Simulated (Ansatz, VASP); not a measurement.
**Two plane-wave programs on InP**

```
CELL_PARAMETERS angstrom
0.00000 2.86255 2.80700
2.64093 0.00000 2.80700
2.64093 2.86255 0.00000
ATOMIC_POSITIONS crystal
In 0.00000 0.00000 0.00000
P 0.50000 0.50000 0.50000
```

Change from the starting cell: strain +e along x and -e along y -0.0400, strain +e along z and -e/2 along x and y +0.0133.

Alike in both runs: task single point; functional PBE; k mesh 18 × 18 × 18; occupations gaussian, width 0.15 eV; no spin polarisation.

|  | VASP | Ansatz |
| --- | --- | --- |
| version | VASP 6.6.1 | Ansatz 0.2.0 |
| potentials or method | VASP PAW PBE potentials, release 64 (In_d, P), cutoff 520 eV | scalar-relativistic, plane waves, PAW |
| valence electrons in the cell | 18 | 18 |

Ansatz gave:

* gap on the k mesh at the Fermi level (eV): none
* pressure (GPa): 0.9
* traceless stress, the component that is largest in VASP (GPa): 5.80

What did VASP give for the same quantities?

gap on the k mesh at the Fermi level (eV): none; pressure (GPa): 0.9; traceless stress, the component that is largest in VASP (GPa): 5.76.

A gap of «none» marks a metal or a gap that the smearing closes. With one functional, cell and mesh, what is left measures potentials, basis and numerics.
